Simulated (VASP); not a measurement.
Input of a VASP 6.6.1 run:

Contents of INCAR:

```
PREC = Accurate
ENCUT = 520
EDIFF = 1E-6
ISMEAR = -1
SIGMA = 0.05
LREAL = False
LASPH = True
NELM = 100
ALGO = Normal
ISIF = 2
LWAVE = False
LCHARG = False
GGA = PS
IVDW = 12
NBANDS = 22
```

File KPOINTS:

```
regular mesh
0
Gamma
  6 6 6
```

Contents of POSCAR:

```
InSb3
1.0
    4.6577844935      0.0000000000      0.0000000000
    0.0000000000      4.6577844935      0.0000000000
    0.0000000000      0.0000000000      4.6577844935
Sb In
3 1
Direct
    0.5000000000      0.5000000000      0.0000000000
    0.0000000000      0.5000000000      0.5000000000
    0.5000000000      0.0000000000      0.5000000000
    0.0000000000      0.0000000000      0.0000000000
```

Potentials or basis: VASP PAW PBE potentials, release 64 (Sb, In_d).

Command:

```bash
$ cat potpaw_PBE.64/Sb/POTCAR potpaw_PBE.64/In_d/POTCAR > POTCAR
$ mpirun -np 1 vasp_std > vasp.out
```

Q: What does it give for the band gap on the k mesh?

A: Zero (bands 14 and 15 overlap by 5.21 eV).

Q: What does it give for the pressure?

A: -0.4 GPa.

Q: What does it give for the dispersion energy per atom?

A: -0.497 eV.

Caveat: three body term missing; the PAW data sets were made with another functional, which shifts forces and pressure a little; spin-orbit coupling is left out, which moves the levels of the heavy elements.
